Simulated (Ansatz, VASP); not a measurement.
One calculation of Cs, two programs

```
CELL_PARAMETERS angstrom
5.56631 0.00000 0.00000
-2.78315 4.82056 0.00000
0.00000 0.00000 9.25848
ATOMIC_POSITIONS crystal
Cs 0.33333 0.66667 0.25000
Cs 0.66667 0.33333 0.75000
```

Alike in both runs: task single point; functional PBE; k mesh 3 × 3 × 2; no spin polarisation.

|  | VASP | Ansatz |
| --- | --- | --- |
| version | VASP 6.6.1 | Ansatz 0.2.0 |
| potentials or method | VASP PAW PBE potentials, release 64 (Cs_sv), cutoff 520 eV | scalar-relativistic, plane waves, PAW |
| occupations | tetrahedron | tetrahedron-uncorrected |
| valence electrons in the cell | 18 | 18 |

Ansatz gave:

```
gap on the k mesh at the Fermi level (eV)                     : none
pressure (GPa)                                                : -0.1
traceless stress, the component that is largest in VASP (GPa) : -0.12
```

Task: Which values does VASP return?

Result: gap on the k mesh at the Fermi level (eV): none; pressure (GPa): -0.1; traceless stress, the component that is largest in VASP (GPa): -0.09.

A gap of «none» marks a metal or a gap that the smearing closes. Ansatz's warnings: band table not solved further.

The k mesh is coarse, so the values compare programs but aren't converged. Spin-orbit coupling is off throughout.
